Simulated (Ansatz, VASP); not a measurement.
# One calculation of Se, two programs

```
Se
1.0
    -2.67552    2.67552    5.10913
     2.67552   -2.67552    5.10913
     2.67552    2.67552   -5.10913
Se
6
Direct
  0.73882 0.73882 0.00000
  0.48882 0.98882 0.50000
  0.01118 0.51118 0.50000
  0.26118 0.26118 0.00000
  0.00000 0.00000 0.00000
  0.75000 0.25000 0.50000
```

Alike in both runs: functional PBE; k mesh 6 × 6 × 6; occupations gaussian, width 0.1 eV; no spin polarisation.

Ansatz relaxed the structure, and its values are those at the end. VASP's run is a single point on that final structure, the one shown.

|  | VASP | Ansatz |
| --- | --- | --- |
| version | VASP 6.6.1 | Ansatz 0.2.0 |
| potentials or method | VASP PAW PBE potentials, release 64 (Se), cutoff 520 eV | scalar-relativistic, plane waves, PAW |
| valence electrons in the cell | 36 | 96 |

```tsv
	VASP	Ansatz	Ansatz less VASP
gap on the k mesh at the Fermi level (eV)	none	none	-
pressure (GPa)	0.2	0.2	-0.03
```

A gap of «none» marks a metal or a gap that the smearing closes. The functional is the same, so the differences come from potentials, cutoffs and numerics. VASP's potentials hold 36 valence electrons a cell and Ansatz's 96, so a difference there can come from the potentials and not from the codes.
